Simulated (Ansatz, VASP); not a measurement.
Two plane-wave programs on CdIn2O4

The input INCAR:

```
SYSTEM = CdIn2O4
PREC     = Accurate       ! precision mode
ENCUT    = 600            ! plane-wave cutoff, eV
EDIFF    = 1E-7           ! SCF threshold, eV
ISMEAR   = 0              ! smearing method
SIGMA    = 0.02           ! smearing width, eV
LREAL    = .False.        ! projectors in reciprocal space
LASPH    = .True.         ! aspherical terms in the spheres
NELM     = 120            ! most SCF steps
ALGO     = Normal         ! electronic algorithm
ISIF     = 3              ! what is computed and relaxed
LWAVE    = .False.        ! write WAVECAR
LCHARG   = .False.        ! write CHGCAR
GGA      = PE             ! functional
IVDW     = 12             ! dispersion correction
IBRION   = 2              ! ionic algorithm
NSW      = 70             ! ionic steps
EDIFFG   = -0.02          ! ionic threshold
GGA_COMPAT= .False.      
NELMIN   = 4
```

Contents of KPOINTS:

```
Automatic mesh
0
Gamma
  6 6 6
  0 0 0
```

Contents of POSCAR:

```
CdIn2O4
1.0
    0.0000000000      4.6594760611      4.6594760611
    4.6594760611      0.0000000000      4.6594760611
    4.6594760611      4.6594760611      0.0000000000
Cd In O
2 4 8
Direct
    0.2500000000      0.2500000000      0.2500000000
    0.0000000000      0.0000000000      0.0000000000
    0.1250000000      0.6250000000      0.6250000000
    0.6250000000      0.6250000000      0.6250000000
    0.6250000000      0.1250000000      0.6250000000
    0.6250000000      0.6250000000      0.1250000000
    0.8619851576      0.8619851576      0.8619851576
    0.8359554727      0.3880148424      0.3880148424
    0.3880148424      0.3880148424      0.8359554727
    0.3880148424      0.8359554727      0.3880148424
    0.8619851576      0.8619851576      0.4140445273
    0.8619851576      0.4140445273      0.8619851576
    0.3880148424      0.3880148424      0.3880148424
    0.4140445273      0.8619851576      0.8619851576
```

Input for Ansatz:

```yaml
crystal:
  lattice:
    - [0.0, 4.6594760611, 4.6594760611]
    - [4.6594760611, 0.0, 4.6594760611]
    - [4.6594760611, 4.6594760611, 0.0]
  atoms:
    - { symbol: Cd, position: [0.25, 0.25, 0.25] }
    - { symbol: Cd, position: [0.0, 0.0, 0.0] }
    - { symbol: In, position: [0.125, 0.625, 0.625] }
    - { symbol: In, position: [0.625, 0.625, 0.625] }
    - { symbol: In, position: [0.625, 0.125, 0.625] }
    - { symbol: In, position: [0.625, 0.625, 0.125] }
    - { symbol: O, position: [0.8619851576, 0.8619851576, 0.8619851576] }
    - { symbol: O, position: [0.8359554727, 0.3880148424, 0.3880148424] }
    - { symbol: O, position: [0.3880148424, 0.3880148424, 0.8359554727] }
    - { symbol: O, position: [0.3880148424, 0.8359554727, 0.3880148424] }
    - { symbol: O, position: [0.8619851576, 0.8619851576, 0.4140445273] }
    - { symbol: O, position: [0.8619851576, 0.4140445273, 0.8619851576] }
    - { symbol: O, position: [0.3880148424, 0.3880148424, 0.3880148424] }
    - { symbol: O, position: [0.4140445273, 0.8619851576, 0.8619851576] }
basis:
  ecutwfc: 420
kpoints:
  mp_grid: { grid: [6, 6, 6] }
hamiltonian:
  xc: pbe
  dispersion: d3bj
scf:
  occupations: { method: gaussian, width: 0.02 }
output:
  forces: true
  stress: true
  eigenvalues: true
relax:
  adjacent_minimum: "off"
  f_tol: 0.02
  max_steps: 50
  cell: { stress_tol: 0.1 }
```

Alike in both runs: task relaxation of cell and atoms; functional PBE; dispersion D3(BJ); k mesh 6 × 6 × 6; occupations gaussian, width 0.02 eV; no spin polarisation.

```csv
,VASP,Ansatz
version,VASP 6.6.1,Ansatz 0.2.0
potentials or method,"VASP PAW PBE potentials, release 64 (Cd, In_d, O), cutoff 600 eV","scalar-relativistic, plane waves, PAW"
valence electrons in the cell,124,140
```

VASP gave:

```
gap on the k mesh at the Fermi level, each at its own relaxed structure (eV) : 0.97
relaxed volume (Å³/atom)                                                     : 14.22
relaxed cell length with the largest relative difference (Å)                 : 6.554
```

**Question.** Estimate Ansatz's values.

**Answer.** gap on the k mesh at the Fermi level, each at its own relaxed structure (eV): 0.99; relaxed volume (Å³/atom): 14.16; relaxed cell length with the largest relative difference (Å): 6.545.

VASP's potentials hold 124 valence electrons a cell and Ansatz's 140, so a difference there can come from the potentials and not from the codes.
